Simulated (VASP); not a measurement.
# Ta (I4/mmm) in VASP: notebook

Ta is run at these levels: PBEsol; tasks: single point.

All numbers are computed with VASP 6.6.1; they aren't measurements. Logs are shortened: lines on timing, memory, paths and dates and some standing lists are left out, and cuts for length are marked.

## 1. The cell of the first run

It takes space group I4/mmm (No. 139, tetragonal). Conventional cell: a = 3.137 Å, b = 3.137 Å, c = 3.468 Å, α = 90.00°, β = 90.00°, γ = 90.00°. Within 3.7 Å of Ta (site symmetry 4/mmm) lie 14 Ta at 2.82 to 3.47 Å.

## 2. Single point, PBEsol (strain -0.050 along x and y, +0.050 along z)

INCAR reads:

```
SYSTEM = Ta
PREC     = Accurate       ! precision mode
ENCUT    = 520            ! plane-wave cutoff, eV
EDIFF    = 1E-6           ! SCF threshold, eV
ISMEAR   = 0              ! smearing method
SIGMA    = 0.15           ! smearing width, eV
LREAL    = .FALSE.        ! projectors in reciprocal space
LASPH    = .TRUE.         ! aspherical terms in the spheres
NELM     = 80             ! most SCF steps
ALGO     = Fast           ! electronic algorithm
ISIF     = 2              ! what is computed and relaxed
LWAVE    = .FALSE.        ! write WAVECAR
LCHARG   = .TRUE.         ! write CHGCAR
GGA      = PS             ! functional
LELF     = .TRUE.         ! ELF
LVHAR    = .TRUE.       
NBANDS   = 12             ! bands
```

KPOINTS reads:

```
Automatic mesh
0
G
  20 20 20
  0 0 0
```

POSCAR reads:

```
Ta
1.0
   -1.5687160000      1.5687160000      1.7338440000
    1.5687160000     -1.5687160000      1.7338440000
    1.5687160000      1.5687160000     -1.7338440000
Ta
1
Direct
    0.0000000000      0.0000000000      0.0000000000
```

Potentials or basis: VASP PAW PBE potentials, release 64 (Ta_pv).

Launch:

```sh
$ cat potpaw_PBE.64/Ta_pv/POTCAR > POTCAR
$ mpirun -np 1 vasp_std > vasp.out
```

OUTCAR:

```text
SYSTEM = Ta
   PREC = Accurate
   ENCUT = 520
   EDIFF = 1E-6
   ISMEAR = 0
   LREAL = .FALSE.
   LASPH = .TRUE.
   NELM = 80
   ISIF = 2
   GGA = PS

 ion  position               nearest neighbor table
   1  0.000  0.000  0.000-

  LATTYP: Found a body centered tetragonal cell.
 ALAT       =     3.1374320000
 C/A-ratio  =     1.1052631579

  Lattice vectors:

 A1 = (  -1.5687160000,   1.5687160000,   1.7338440000)
 A2 = (   1.5687160000,  -1.5687160000,   1.7338440000)
 A3 = (   1.5687160000,   1.5687160000,  -1.7338440000)

Analysis of symmetry for initial positions (statically):
=====================================================================
 Subroutine PRICEL returns:
 Original cell was already a primitive cell.

 Routine SETGRP: Setting up the symmetry group for a
 body centered tetragonal supercell.

 Subroutine GETGRP returns: Found 16 space group operations
 (whereof 16 operations were pure point group operations)
 out of a pool of 16 trial point group operations.

The static configuration has the point symmetry D_4h.

Analysis of symmetry for dynamics (positions and initial velocities):
=====================================================================
 Subroutine PRICEL returns:
 Original cell was already a primitive cell.

 Routine SETGRP: Setting up the symmetry group for a
 body centered tetragonal supercell.

 Subroutine GETGRP returns: Found 16 space group operations
 (whereof 16 operations were pure point group operations)
 out of a pool of 16 trial point group operations.

The dynamic configuration has the point symmetry D_4h.

 Subroutine INISYM returns: Found 16 space group operations
 (whereof 16 operations are pure point group operations),
 and found     1 'primitive' translations

----------------------------------------------------------------------------------------

                                     Primitive cell

  volume of cell :      17.0671

  direct lattice vectors                    reciprocal lattice vectors
    -1.568716000  1.568716000  1.733844000     0.000000000  0.318732008  0.288376578
     1.568716000 -1.568716000  1.733844000     0.318732008  0.000000000  0.288376578
     1.568716000  1.568716000 -1.733844000     0.318732008  0.318732008  0.000000000

  length of vectors
     2.815662408  2.815662408  2.815662408     0.429826876  0.429826876  0.450755128

  position of ions in fractional coordinates (direct lattice)
     0.000000000  0.000000000  0.000000000

[... 78 lines left out ...]
   NSW    =      0    number of steps for IOM
   IBRION =     -1    ionic relax: 0-MD 1-quasi-New 2-CG
   NFREE  =      0    steps in history (QN), initial steepest desc. (CG)
   ISIF   =      2    stress and relaxation
   ISYM   =      2    0-nonsym 1-usesym 2-fastsym
   POTIM  = 0.5000    time-step for ionic-motion
   TEBEG  =    0.0;   TEEND  =   0.0 temperature during run
   PSTRESS=    0.0 pullay stress
   NELECT =      11.0000    total number of electrons
   NUPDOWN=      -1.0000    fix difference up-down
   EMIN   =  10.00;   EMAX   =-10.00  energy-range for DOS
   EFERMI =   0.00;   METHOD = LEGACY
   ISMEAR =     0;   SIGMA  =   0.15  broadening in eV -4-tet -1-fermi 0-gaus
   EFERMI_NEDOS =   21; number of points for ismear=-14 and -15
   IALGO  =     68    algorithm
   IMIX   =      4    mixing-type and parameters
     AMIX     =   0.40;   BMIX     =  1.00
     AMIX_MAG =   1.60;   BMIX_MAG =  1.00
  volume/ion in A,a.u.               =      17.07       115.17
  Fermi-wavevector in a.u.,A,eV,Ry     =   1.414120  2.672299 27.208040  1.999735
  Thomas-Fermi vector in A             =   2.535695
   LORBIT       =      0    0 simple, 1 ext, 2 COOP (PROOUT), +10 PAW based schemes
   GGA     = PS    functional components
   LHFCALC =     F    Hartree Fock is set to
   AEXX    =    0.0000 exact exchange contribution
   IVDW    =     0    specifies the selected vdW correction
   LEPSILON=     F    determine dielectric tensor
   LRPA    =     F    only Hartree local field effects (RPA)
 non-spin polarized calculation
 RMM-DIIS sequential band-by-band and
 Gauss-broadening in eV      SIGMA  =   0.15
  energy-cutoff  :      520.00
  volume of cell :       17.07
 maximum number of plane-waves:       480
 NGX is ok and might be reduce to    24
   NGX = 11   NGY = 11   NGZ = 11

 number of electron      11.0000002 magnetization

 Free energy of the ion-electron system (eV)
  ---------------------------------------------------
  ext. energy  EPLUGINS =         0.00000000
  ---------------------------------------------------
  free energy    TOTEN  =       -12.49834725 eV

  energy without entropy =      -12.48457456  energy(sigma->0) =      -12.49146090

 E-fermi :   5.8113     XC(G=0): -13.0055

 val. band max:        5.8051968041   @ k =  -0.0500   0.3500   0.0500
 cond. band min:       5.8196138575   @ k =  -0.1500  -0.4000   0.1500
 fundamental gap:      0.0144170534
 Fermi energy:         5.8113391154

 k-point     1 :       0.0000    0.0000    0.0000
  band No.  band energies     occupation
      1     -27.0476      2.00000
      2     -27.0365      2.00000
      3     -27.0365      2.00000
      4      -2.3700      2.00000
      5       6.1694      0.00074
      6       6.1694      0.00074
      7       7.4273      0.00000
      8       8.9737      0.00000
      9      10.6844      0.00000
     10      19.9959      0.00000
     11      21.7807      0.00000
     12      21.7807      0.00000
[... 331 lines left out ...]
 k-point    24 :      -0.3500    0.0500    0.0000
  band No.  band energies     occupation
      1     -28.1045      2.00000
      2     -27.3339      2.00000
      3     -27.0668      2.00000
      4       0.8792      2.00000
      5       5.0438      2.00000
      6       5.5887      1.96421
      7       8.8111      0.00000
      8      10.7316      0.00000
      9      11.1392      0.00000
     10      19.6658      0.00000
     11      20.5802      0.00000
     12      21.2187      0.00000

 [... further k-points ...]
[... 5 lines left out ...]
  --------------------------------------------------------------------------------------
  -------------------------------------------------------------------------------------
  Total        1.3642144      1.3642144      0.0977695      0.0000000     -0.0000000      0.0000000
  in kB      128.0662092    128.0662092      9.1781553      0.0000000     -0.0000000      0.0000000
  external PRESSURE =      88.4368579 kB  Pullay stress =       0.0000000 kB

 VOLUME and BASIS-vectors are now :
 -----------------------------------------------------------------------------
  energy-cutoff  :      520.00
  volume of cell :       17.07
      direct lattice vectors                 reciprocal lattice vectors
    -1.568716000  1.568716000  1.733844000     0.000000000  0.318732008  0.288376578
     1.568716000 -1.568716000  1.733844000     0.318732008  0.000000000  0.288376578
     1.568716000  1.568716000 -1.733844000     0.318732008  0.318732008  0.000000000

 POSITION                                       TOTAL-FORCE (eV/Angst)
 -----------------------------------------------------------------------------------
      0.00000      0.00000      0.00000         0.000000     -0.000000      0.000000
 -----------------------------------------------------------------------------------
    total drift:                                0.000000      0.000000      0.000000

  FREE ENERGIE OF THE ION-ELECTRON SYSTEM (eV)
  ---------------------------------------------------
  free  energy   TOTEN  =       -12.4983472478 eV

  energy  without entropy=      -12.4845745601  energy(sigma->0) =      -12.49146090
```

OSZICAR:

```text
N       E                     dE             d eps       ncg     rms          rms(c)
DAV:   1     0.599103451524E+02    0.59910E+02   -0.61229E+03 15416   0.884E+02
DAV:   2    -0.119765646503E+02   -0.71887E+02   -0.70025E+02 17224   0.247E+02
DAV:   3    -0.129646074154E+02   -0.98804E+00   -0.98108E+00 18288   0.273E+01
DAV:   4    -0.129669969007E+02   -0.23895E-02   -0.23893E-02 16916   0.149E+00
DAV:   5    -0.129670037045E+02   -0.68038E-05   -0.68042E-05 18184   0.763E-02    0.151E+01
RMM:   6    -0.126118417357E+02    0.35516E+00   -0.23535E-01 16516   0.399E+00    0.752E+00
RMM:   7    -0.124992636003E+02    0.11258E+00   -0.25135E-01 17469   0.401E+00    0.328E-01
RMM:   8    -0.124982964570E+02    0.96714E-03   -0.97475E-03 18806   0.955E-01    0.286E-01
RMM:   9    -0.124983700050E+02   -0.73548E-04   -0.11205E-03 19391   0.322E-01    0.540E-02
RMM:  10    -0.124983476777E+02    0.22327E-04   -0.14835E-04 19437   0.120E-01    0.778E-03
RMM:  11    -0.124983468931E+02    0.78455E-06   -0.24643E-05 19458   0.464E-02    0.407E-03
RMM:  12    -0.124983472478E+02   -0.35472E-06   -0.34475E-06 16579   0.152E-02
   1 F= -.12498347E+02 E0= -.12491461E+02  d E =-.137727E-01
```

stdout:

```text
POSCAR found type information on POSCAR Ta
 POSCAR found :  1 types and       1 ions
 scaLAPACK will be used
 -----------------------------------------------------------------------------
|                                                                             |
|                                                                             |
|     You enforced a specific xc type in the INCAR file but a different       |
|     I HOPE YOU KNOW WHAT YOU ARE DOING!                                     |
|                                                                             |
 -----------------------------------------------------------------------------

 LDA part: xc-table for (Slater+PW92), standard interpolation
 POSCAR, INCAR and KPOINTS ok, starting setup
 FFT: planning ... GRIDC
 FFT: planning ... GRID_SOFT
 FFT: planning ... GRID
 WAVECAR not read
 entering main loop
```

Run time: 42 s. Hardware: 1 thread of Intel Xeon 6975P-C (Granite Rapids), shared host; peak memory 0.24 GiB.

Results:

```
Free energy : -12.4983 eV
Pressure    : 8.8 GPa
```

Caveat: the cell differs from its parent crystal (strain -0.050 along x and y, +0.050 along z); the PAW data sets were made with another functional, which shifts forces and pressure a little; spin-orbit coupling is left out, which moves the levels of the heavy elements.

[end of part 1 of 2]
